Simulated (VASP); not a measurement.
Ir, 2 atoms in the cell. The structure is hexagonal, space group P6_3/mmc (No. 194). The conventional cell has a = 2.748 Å, b = 2.748 Å, c = 4.454 Å, α = 90.00°, β = 90.00°, γ = 120.00°. Ir (site symmetry -6m2) has 12 Ir at 2.73 to 2.75 Å within 3.6 Å. 

```yaml
Program: VASP 6.6.1
Task: single point
Functional: PBE
Potentials_or_basis: VASP PAW PBE potentials, release 64 (Ir)
Cutoff: 520 eV
k_mesh: 18 × 18 × 10
Occupations: gaussian, width 0.1 eV
Spin: no spin polarisation
Dipole_correction: no
Further_INCAR_settings: ALGO = Fast; EDIFF = 1e-06; NBANDS = 16
```

Potentials or basis: VASP PAW PBE potentials, release 64 (Ir).

Command:

```sh
$ cat potpaw_PBE.64/Ir/POTCAR > POTCAR
$ mpirun -np 1 vasp_std > vasp.out
```

Hardware: 1 thread of AMD EPYC 9R45 (Zen 5), on a shared host.

How long does it take, and how much memory?

Wall time 59 s on 1 thread of AMD EPYC 9R45 (Zen 5) (shared host), peak memory 0.17 GiB. Counts: scf iterations 18, k points 222.
